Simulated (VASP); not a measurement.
Runs of VASP 6.6.1 on Ir. The structure is that of space group Fm-3m (No. 225), or close to it. The cells are those of the table. 

```tsv
cell	gap on the mesh (eV)	pressure (GPa)
a = 2.727 Å, angles 60.0°, 1 atom	none	-9.9
a = 2.691 Å, angles 60.0°, 1 atom	none	(b)
a = 2.745 Å, angles 60.0°, 1 atom	none	-16.2
a = 2.762 Å, angles 60.0°, 1 atom	none	-21.8
a = 2.654 Å, angles 60.0°, 1 atom	none	(a)
a = 2.672 Å, angles 60.0°, 1 atom	none	14.7
a = 2.709 Å, angles 60.0°, 1 atom	none	-2.7
```

Alike in all rows: task single point; level LDA; potentials or basis VASP PAW LDA potentials, release 64 (Ir); no spin polarisation; k mesh 15 × 15 × 15; cutoff (eV) 520; smearing fermi-dirac 0.2 eV.

Q: Estimate the missing entries.

A: (a) 25.2; (b) 5.5.

Caveats: spin-orbit coupling is left out, which moves the levels of the heavy elements.

A k mesh can miss the band edges, and the runs leave out spin-orbit coupling on Ir.

A gap of «none» marks levels without a gap at the run's occupations.
